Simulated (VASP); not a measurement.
TaAl3, 4 atoms in the cell. It takes space group I4/mmm (No. 139, tetragonal). The conventional cell has a = 3.613 Å, b = 3.613 Å, c = 8.023 Å, α = 90.00°, β = 90.00°, γ = 90.00°. Within 3.4 Å of Ta (site symmetry 4/mmm) lie 12 Al at 2.55 to 2.70 Å. Al (site symmetry 4/mmm) has 4 Ta at 2.55 Å and 8 Al at 2.70 Å within 3.4 Å. Al (site symmetry -4m2) has 8 Al at 2.55 to 2.70 Å and 4 Ta at 2.70 Å within 3.4 Å. 

| Quantity | Value |
| --- | --- |
| Program | VASP 6.6.1 |
| Task | single point |
| Functional | PBEsol |
| Potentials or basis | VASP PAW PBE potentials, release 64 (Ta_pv, Al) |
| Cutoff | 520 eV |
| k mesh | 16 × 16 × 16 |
| Occupations | gaussian, width 0.15 eV |
| Spin | no spin polarisation |
| Dipole correction | no |
| Further INCAR settings | ALGO = Fast; EDIFF = 1e-06; NBANDS = 18 |

Potentials or basis: VASP PAW PBE potentials, release 64 (Ta_pv, Al).

Launch:

```bash
$ cat potpaw_PBE.64/Ta_pv/POTCAR potpaw_PBE.64/Al/POTCAR > POTCAR
$ mpirun -np 1 vasp_std > vasp.out
```

Hardware: 1 thread of AMD EPYC 9R45 96-Core Processor (Zen 5), on a shared host.

How long does it take, and how much memory?

It took 4 min on 1 thread of AMD EPYC 9R45 96-Core Processor (Zen 5) (shared host), peak memory 0.42 GiB. Counts: scf iterations 13, k points 349.
